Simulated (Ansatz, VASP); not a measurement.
## BN: VASP beside Ansatz

POSCAR

```
BN
1.0
    2.5885859140     -0.0248818390     -0.0300634850
   -1.3158412618      2.2240295681      0.0678153963
   -0.0497560677      0.1008731414      4.3089847170
B N
2 2
Direct
    0.6542738960      0.2998735266      1.0054634505
    0.2986001719      0.6616837286      0.5068169994
    0.7363083068      0.3745095098      0.6366640419
    0.3108176252      0.6639332350      0.1010555082
```

The input INCAR.step1:

```
SYSTEM = BN
PREC = Accurate
ENCUT = 520
ISMEAR = 0
SIGMA = 0.05
LREAL = .FALSE.
LASPH = .TRUE.
NELM = 100
NBANDS = 16
GGA = PE
ALGO = Normal
EDIFF = 1E-4
LWAVE = .TRUE.
LCHARG = .FALSE.
```

The input INCAR.step2:

```
SYSTEM = BN
PREC = Accurate
ENCUT = 520
EDIFF = 1E-6
ISMEAR = 0
SIGMA = 0.05
LREAL = .FALSE.
LASPH = .TRUE.
NELM = 100
ALGO = Normal
ISIF = 2
LWAVE = .FALSE.
LCHARG = .FALSE.
METAGGA = R2SCAN
LMIXTAU = .TRUE.
NBANDS = 16
ISTART = 1
```

KPOINTS

```
regular mesh
0
G
  12 12 6
  0 0 0
```

Input for Ansatz:

```yaml
crystal:
  lattice:
    - [2.588585914, -0.024881839, -0.030063485]
    - [-1.3158412618, 2.2240295681, 0.0678153963]
    - [-0.0497560677, 0.1008731414, 4.308984717]
  atoms:
    - { symbol: B, position: [0.654273896, 0.2998735266, 1.0054634505] }
    - { symbol: B, position: [0.2986001719, 0.6616837286, 0.5068169994] }
    - { symbol: "N", position: [0.7363083068, 0.3745095098, 0.6366640419] }
    - { symbol: "N", position: [0.3108176252, 0.663933235, 0.1010555082] }
basis:
  ecutwfc: 500
kpoints:
  mp_grid: { grid: [12, 12, 6] }
hamiltonian:
  xc: r2scan
scf:
  occupations: { method: gaussian, width: 0.05 }
output:
  forces: true
  stress: true
  eigenvalues: true
```

Change from the starting cell: all atoms moved at random (sigma 0.06 Å a component), cell strained at random (sigma 0.01).

Alike in both runs: task single point; functional r2SCAN; k mesh 12 × 12 × 6; occupations gaussian, width 0.05 eV; no spin polarisation.

```csv
,VASP,Ansatz
version,VASP 6.6.1,Ansatz 0.2.0
potentials or method,"VASP PAW PBE potentials, release 64 (B, N), cutoff 520 eV","scalar-relativistic, plane waves, PAW"
valence electrons in the cell,16,16
```

Ansatz gave:

```
gap on the k mesh at the Fermi level (eV)                     : 4.99
least direct gap on the mesh (eV)                             : 7.10
pressure (GPa)                                                : 1.5
traceless stress, the component that is largest in VASP (GPa) : -18.14
rms of the force components (eV/Å)                            : 3.230
```

Question: What did VASP give for the same quantities?

Answer: gap on the k mesh at the Fermi level (eV): 4.99; least direct gap on the mesh (eV): 7.11; pressure (GPa): 2.2; traceless stress, the component that is largest in VASP (GPa): -18.18; rms of the force components (eV/Å): 3.229.

VASP's potentials were made for PBE, not for r2SCAN. Atom by atom the forces differ by 0.010 eV/Å (rms over components).
